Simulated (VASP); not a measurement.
# La4Mg8N in VASP: notebook

The runs below take La4Mg8N through single point, with PBEsol.

Program: VASP 6.6.1. These are calculated values, not measurements. Logs are shortened: lines on timing, memory, paths and dates and some standing lists are left out, and cuts for length are marked.

**1. The cell of the first run**

The cell holds a slab with vacuum, 13 atoms: a = 6.139 Å, b = 6.139 Å, c = 27.145 Å, α = 90.00°, β = 90.00°, γ = 120.00°.

**2. Single point, PBEsol**

INCAR

```
ALGO = Normal ; DIPOL = 0.5 0.5 0.465
EDIFF = 1E-6 ; ENCUT = 520
GGA = PS ; IDIPOL = 3
ISIF = 2 ; ISMEAR = 0
LASPH = T ; LCHARG = F
LDIPOL = T ; LREAL = F
LWAVE = F ; NBANDS = 44
NELM = 100 ; PREC = Accurate
SIGMA = 0.1
```

KPOINTS

```
k-points
0
Gamma
  6 6 1
```

POSCAR

```
La4Mg8N
1.0
    6.1390698644      0.0000000000      0.0000000000
   -3.0695349322      5.3165904582      0.0000000000
    0.0000000000      0.0000000000     27.1453605259
Mg La N
8 4 1
Direct
    0.8333333333      0.1666666667      0.3131290148
    0.8333333333      0.6666666667      0.3131290148
    0.3333333333      0.1666666666      0.3131290148
    0.6666666667      0.3333333334      0.4054565702
    0.4992379591      0.5007620409      0.4987278677
    0.4992379591     -0.0015240818      0.4987278677
    0.0015240818      0.5007620409      0.4987278677
    0.3333333333      0.6666666667      0.5945432824
    0.3333333333      0.6666666667      0.3823746814
    0.0000000000      0.0000000000      0.4285384591
    0.0000000000      0.0000000000      0.5675278382
    0.6666666667      0.3333333334      0.6051744959
    0.6666666667      0.8333333334      0.6250198191
```

Potentials or basis: VASP PAW PBE potentials, release 64 (Mg, La, N).

Started as:

```
$ cat potpaw_PBE.64/Mg/POTCAR potpaw_PBE.64/La/POTCAR potpaw_PBE.64/N/POTCAR > POTCAR
$ mpirun -np 1 vasp_std > vasp.out
```

OUTCAR:

```text
EDIFF = 1E-6
   ENCUT = 520
   GGA = PS
   ISIF = 2
   ISMEAR = 0
   LASPH = T
   LREAL = F
   NELM = 100
   PREC = Accurate

 ion  position               nearest neighbor table
   1  0.833  0.167  0.313-   3 3.07   2 3.07   2 3.07   3 3.07   4 3.07   9 3.60   9 3.60  10 3.60

   2  0.833  0.667  0.313-   3 3.07   1 3.07   1 3.07   3 3.07   4 3.07   9 3.60   9 3.60  10 3.60

   3  0.333  0.167  0.313-   1 3.07   2 3.07   1 3.07   2 3.07   4 3.07   9 3.60   9 3.60  10 3.60

   4  0.667  0.333  0.405-   1 3.07   2 3.07   3 3.07   7 3.10   5 3.10   6 3.10   9 3.60  10 3.60
                             9 3.60   9 3.60  10 3.60  10 3.60
   5  0.499  0.501  0.499-   7 3.06   6 3.06   7 3.08   6 3.08   4 3.10   8 3.14  12 3.39  11 3.59
                            11 3.59  10 3.61  10 3.61   9 3.62
   6  0.499  0.998  0.499-   5 3.06   7 3.06   7 3.08   5 3.08   4 3.10   8 3.14  12 3.39  11 3.59
                            11 3.59  10 3.61  10 3.61   9 3.62
   7  0.002  0.501  0.499-   5 3.06   6 3.06   5 3.08   6 3.08   4 3.10   8 3.14  12 3.39  11 3.59
                            11 3.59  10 3.61  10 3.61   9 3.62
   8  0.333  0.667  0.595-  13 1.96   7 3.14   6 3.14   5 3.14  12 3.56  12 3.56  12 3.56  11 3.62
                            11 3.62  11 3.62
   9  0.333  0.667  0.382-   4 3.60   4 3.60   4 3.60   3 3.60   2 3.60   2 3.60   1 3.60   1 3.60
                             3 3.60   7 3.62   6 3.62   5 3.62
  10  0.000  0.000  0.429-   4 3.60   4 3.60   4 3.60   3 3.60   2 3.60   1 3.60   6 3.61   6 3.61
                             5 3.61   7 3.61   7 3.61   5 3.61
  11  0.000  0.000  0.568-  13 2.36   6 3.59   6 3.59   5 3.59   7 3.59   7 3.59   5 3.59   8 3.62
                             8 3.62   8 3.62
  12  0.667  0.333  0.605-   7 3.39   5 3.39   6 3.39   8 3.56   8 3.56   8 3.56
  13  0.667  0.833  0.625-   8 1.96  11 2.36

  LATTYP: Found a hexagonal cell.
 ALAT       =     6.1390698644
 C/A-ratio  =     4.4217383293

  Lattice vectors:

 A1 = (   6.1390698644,   0.0000000000,   0.0000000000)
 A2 = (  -3.0695349322,   5.3165904582,   0.0000000000)
 A3 = (   0.0000000000,   0.0000000000,  27.1453605259)

Analysis of symmetry for initial positions (statically):
=====================================================================
 Subroutine PRICEL returns:
 Original cell was already a primitive cell.

 Routine SETGRP: Setting up the symmetry group for a
 hexagonal supercell.

 Subroutine GETGRP returns: Found  2 space group operations
 (whereof  2 operations were pure point group operations)
 out of a pool of 24 trial point group operations.

The static configuration has the point symmetry C_1h.

Analysis of symmetry for dynamics (positions and initial velocities):
[... 146 lines left out ...]
   GGA     = PS    functional components
   LHFCALC =     F    Hartree Fock is set to
   AEXX    =    0.0000 exact exchange contribution
   IVDW    =     0    specifies the selected vdW correction
   LEPSILON=     F    determine dielectric tensor
   LRPA    =     F    only Hartree local field effects (RPA)
 non-spin polarized calculation
 Gauss-broadening in eV      SIGMA  =   0.10
  energy-cutoff  :      520.00
  volume of cell :      886.00
 maximum number of plane-waves:     23933
 NGX is ok and might be reduce to    48
   NGX = 23   NGY = 23   NGZ =101

 dipolmoment           0.000000      0.000000      0.006131 electrons x Angstroem

 number of electron      65.0000004 magnetization

 dipolmoment           0.000000      0.000000     -0.028856 electrons x Angstroem

 Free energy of the ion-electron system (eV)
  ---------------------------------------------------
  ext. energy  EPLUGINS =         0.00000000
  ---------------------------------------------------
  free energy    TOTEN  =       -41.86342529 eV

  energy without entropy =      -41.78966257  energy(sigma->0) =      -41.82654393

 E-fermi :  -0.4377     XC(G=0):  -4.0763

 val. band max:       -0.4426991013   @ k =  -0.1667   0.3333   0.0000
 cond. band min:      -0.4279520687   @ k =   0.0000   0.5000   0.0000
 fundamental gap:      0.0147470325
 Fermi energy:        -0.4377083559

 k-point     1 :       0.0000    0.0000    0.0000
  band No.  band energies     occupation
      1     -33.8780      2.00000
      2     -33.4113      2.00000
      3     -33.2879      2.00000
      4     -32.7553      2.00000
      5     -17.6523      2.00000
      6     -17.5719      2.00000
[... 600 lines left out ...]
     43       0.7500      0.00000
     44       0.8429      0.00000

------------------------ aborting loop because EDIFF is reached ----------------------------------------

 vacuum level on the upper side and lower side of the slab       (xc-potential included)        -0.199        -0.051

  FORCE on cell =-STRESS in cart. coord.  units (eV):
  Direction    XX          YY          ZZ          XY          YZ          ZX
  --------------------------------------------------------------------------------------
  -------------------------------------------------------------------------------------
  Total       -2.5591162     -4.8478583     -1.7232767      1.9821088      1.3733527      2.3787165
  in kB       -4.6277426     -8.7665578     -3.1162638      3.5843191      2.4834834      4.3015193
  external PRESSURE =      -5.5035214 kB  Pullay stress =       0.0000000 kB

 VOLUME and BASIS-vectors are now :
 -----------------------------------------------------------------------------
  energy-cutoff  :      520.00
  volume of cell :      886.00
      direct lattice vectors                 reciprocal lattice vectors
     6.139069864  0.000000000  0.000000000     0.162891126  0.094045235  0.000000000
    -3.069534932  5.316590458  0.000000000     0.000000000  0.188090470  0.000000000
     0.000000000  0.000000000 27.145360526     0.000000000  0.000000000  0.036838708

 POSITION                                       TOTAL-FORCE (eV/Angst)
 -----------------------------------------------------------------------------------
      4.60430      0.88610      8.50000        -0.061055      0.013328      0.049155
      3.06953      3.54439      8.50000        -0.018985     -0.059539      0.049155
      1.53477      0.88610      8.50000         0.065222      0.037656      0.065653
      3.06953      1.77220     11.00626        -0.033032     -0.019071     -0.016596
      1.52775      2.66235     13.53815         0.097763      0.019056     -0.228992
      0.00000      5.30849     13.53815         0.065384      0.075137     -0.228992
     -1.52775      2.66235     13.53815         0.000196      0.000113     -0.070267
     -0.00000      3.54439     16.13909        -0.225235     -0.130039      0.018595
     -0.00000      3.54439     10.37970         0.022750      0.013135      0.161558
      0.00000      0.00000     11.63283        -0.073069     -0.042186     -0.219848
      0.00000      0.00000     15.40575        -1.398363     -0.807345      1.188211
      3.06953      1.77220     16.42768        -0.012296     -0.007099      0.844914
      1.53477      4.43049     16.96639         1.570719      0.906855     -1.612544
 -----------------------------------------------------------------------------------
    total drift:                               -0.000195     -0.000114      0.001605

  FREE ENERGIE OF THE ION-ELECTRON SYSTEM (eV)
  ---------------------------------------------------
  free  energy   TOTEN  =       -41.8634252935 eV

  energy  without entropy=      -41.7896625676  energy(sigma->0) =      -41.82654393

 vacuum level on the upper side and lower side of the slab         3.123         3.274
```

stdout:

```text
POSCAR found type information on POSCAR MgLaN
 POSCAR found :  3 types and      13 ions
 scaLAPACK will be used
 -----------------------------------------------------------------------------
|                                                                             |
|                                                                             |
|     You enforced a specific xc type in the INCAR file but a different       |
|     I HOPE YOU KNOW WHAT YOU ARE DOING!                                     |
|                                                                             |
 -----------------------------------------------------------------------------

 LDA part: xc-table for (Slater+PW92), standard interpolation
 POSCAR, INCAR and KPOINTS ok, starting setup
 FFT: planning ... GRIDC
 FFT: planning ... GRID_SOFT
 FFT: planning ... GRID
 WAVECAR not read
 entering main loop
```

Run time: 25 min. Hardware: 1 thread of Intel Xeon 6975P-C (Granite Rapids), shared host; peak memory 1.2 GiB.

What came out:

```
Free energy            : -41.8634 eV
Largest force          : 2.427 eV/Å
Band gap on the k mesh : zero (an odd number of electrons rules out a gap without spin polarisation)
```

Forces on the atoms (eV/Å):
```
Mg  -0.061  0.013  0.049
Mg  -0.019 -0.060  0.049
Mg   0.065  0.038  0.066
Mg  -0.033 -0.019 -0.017
Mg   0.098  0.019 -0.229
Mg   0.065  0.075 -0.229
Mg   0.000  0.000 -0.070
Mg  -0.225 -0.130  0.019
La   0.023  0.013  0.162
La  -0.073 -0.042 -0.220
La  -1.398 -0.807  1.188
La  -0.012 -0.007  0.845
N    1.571  0.907 -1.613
```

Caveat: the PAW data sets were made with another functional, which shifts forces and pressure a little; spin-orbit coupling is left out, which moves the levels of the heavy elements.

**3. Single point, PBEsol**

INCAR

```
SYSTEM = La4Mg8N
ALGO = Normal
DIPOL = 0.5 0.5 0.463
EDIFF = 1E-7
ENCUT = 520
GGA = PS
IDIPOL = 3
ISIF = 2
ISMEAR = 0
LASPH = .True.
LCHARG = .True.
LDIPOL = .True.
LELF = .True.
LREAL = .False.
LVACPOTAV = .True.
LVHAR = .True.
LWAVE = .False.
NBANDS = 44
NELM = 100
PREC = Accurate
SIGMA = 0.1
```

KPOINTS

```
k-points
0
Gamma
  6 6 1
  0 0 0
```

Changes to POSCAR since step 2:

```diff
@@ -20,2 +20,2 @@
     0.6666666667      0.3333333334      0.6051744959
-    0.6666666667      0.8333333334      0.6250198191
+    0.6666666667      0.8333333334      0.6029165945
```

Potentials or basis: VASP PAW PBE potentials, release 64 (Mg, La, N).

Started as:

```
$ cat potpaw_PBE.64/Mg/POTCAR potpaw_PBE.64/La/POTCAR potpaw_PBE.64/N/POTCAR > POTCAR
$ mpirun -np 1 vasp_std > vasp.out
```

It took 27 min on 1 thread of Intel Xeon 6975P-C (Granite Rapids), shared host; peak memory 1.2 GiB.

The run converged. Its results:

```
Free energy            : -41.8915 eV
Largest force          : 3.459 eV/Å
Band gap on the k mesh : zero (an odd number of electrons rules out a gap without spin polarisation)
```

Forces in eV/Å, atoms in the order of the input:
```
Mg  -0.065  0.017  0.062
Mg  -0.018 -0.064  0.062
Mg   0.064  0.037  0.062
Mg  -0.029 -0.016 -0.019
Mg   0.147  0.039 -0.282
Mg   0.107  0.108 -0.282
Mg  -0.058 -0.034 -0.080
Mg  -2.986 -1.724 -0.270
La   0.077  0.044  0.240
La  -0.088 -0.051 -0.385
La   0.829  0.479 -0.527
La  -0.082 -0.048  0.142
N    2.102  1.214  1.276
```

Levels at points of the mesh, in eV from the Fermi level:
| k point | band 31 | band 32 | band 33 | band 34 | band 35 | band 36 |
| --- | --- | --- | --- | --- | --- | --- |
| (0.00, 0.00, 0.00) | -0.40 | -0.26 | -0.16 | -0.14 | 0.07 | 0.28 |
| (0.50, 0.00, 0.00) | -0.23 | -0.21 | -0.04 | 0.08 | 0.16 | 0.37 |
| (0.00, 0.50, 0.00) | -0.40 | 0.04 | 0.13 | 0.30 | 0.42 | 0.49 |

Caveat: the PAW data sets were made with another functional, which shifts forces and pressure a little; spin-orbit coupling is left out, which moves the levels of the heavy elements.
